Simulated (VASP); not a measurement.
A run of VASP 6.6.1 is set up as follows.

POSCAR

```
CsLiCr2Te2S3
1.0
    7.0568400000      0.0000000000      0.0000000000
    0.0000000000      3.9806000000      0.0000000000
   -2.6733300000      0.0000000000      8.6816800000
Cs Li Cr Te S
1 1 2 2 3
Direct
    0.0773900000      0.0000000000      0.3770600000
    0.8642400000      0.5000000000      0.7888300000
    0.1264600000      0.0000000000      0.9461600000
    0.5929000000      0.5000000000      0.9716500000
    0.5083800000      0.0000000000      0.1527000000
    0.5561200000      0.0000000000      0.7489300000
    0.8742600000      0.0000000000      0.6850200000
    0.2517600000      0.5000000000      0.8440200000
    0.9629400000      0.5000000000      0.0535700000
```

The input INCAR.step1:

```
PREC = Accurate ; ENCUT = 520
EDIFF = 1E-5 ; ISMEAR = -1
SIGMA = 0.05 ; LREAL = False
LASPH = True ; NELM = 150
ALGO = Normal ; ISIF = 2
LWAVE = True ; LCHARG = False
ISPIN = 2 ; MAGMOM = 0 0 3 3 0 0 0 0 0
LORBIT = 11 ; LMAXMIX = 4
NBANDS = 47 ; GGA = PE
LUSENCCL = False
```

Contents of INCAR.step2:

```
PREC = Accurate ; ENCUT = 520
EDIFF = 1E-6 ; ISMEAR = -1
SIGMA = 0.05 ; LREAL = False
LASPH = True ; NELM = 150
ALGO = Normal ; ISIF = 2
LWAVE = False ; LCHARG = False
ISPIN = 2 ; MAGMOM = 0 0 3 3 0 0 0 0 0
LORBIT = 11 ; LMAXMIX = 4
GGA = PE ; LHFCALC = True
AEXX = 0.25 ; HFSCREEN = 0.3
PRECFOCK = Fast ; NBANDS = 47
ISTART = 1 ; LUSENCCL = False
```

The input KPOINTS:

```
regular mesh
0
Gamma
  2 3 2
```

Potentials or basis: VASP PAW PBE potentials, release 64 (Cs_sv, Li_sv, Cr_pv, Te, S).

The run is started by

```bash
$ cat potpaw_PBE.64/Cs_sv/POTCAR potpaw_PBE.64/Li_sv/POTCAR potpaw_PBE.64/Cr_pv/POTCAR potpaw_PBE.64/Te/POTCAR potpaw_PBE.64/S/POTCAR > POTCAR
$ cp INCAR.step1 INCAR
$ mpirun -np 1 vasp_std > vasp.out
$ cp INCAR.step2 INCAR
$ mpirun -np 1 vasp_std > vasp.out
```

Estimate the net moment.

6.00 μB per cell.

What does it give for the site moments?

Cs -0.00; Li -0.00; Cr +3.29, +3.25; Te -0.26, -0.11; S -0.06, -0.19, -0.10 μB.

Estimate the band gap on the k mesh.

0.92 eV, indirect (least direct gap 1.22 eV).

Forces on the atoms (eV/Å):
```
Cs   0.006  0.000  0.008
Li   0.004  0.000 -0.061
Cr  -0.014  0.000  0.128
Cr  -0.054  0.000  0.057
Te   0.028  0.000  0.043
Te   0.426  0.000 -0.165
S   -0.464  0.000  0.113
S   -0.029  0.000 -0.105
S    0.098  0.000 -0.017
```

Caveat: the k points lie up to 0.53 Å⁻¹ apart; the PAW data sets were made with another functional, which shifts forces and pressure a little; spin-orbit coupling is left out, which moves the levels of the heavy elements; only a ferromagnetic start was run, and an antiferromagnetic order may lie lower in energy. A k mesh can miss the band edges.
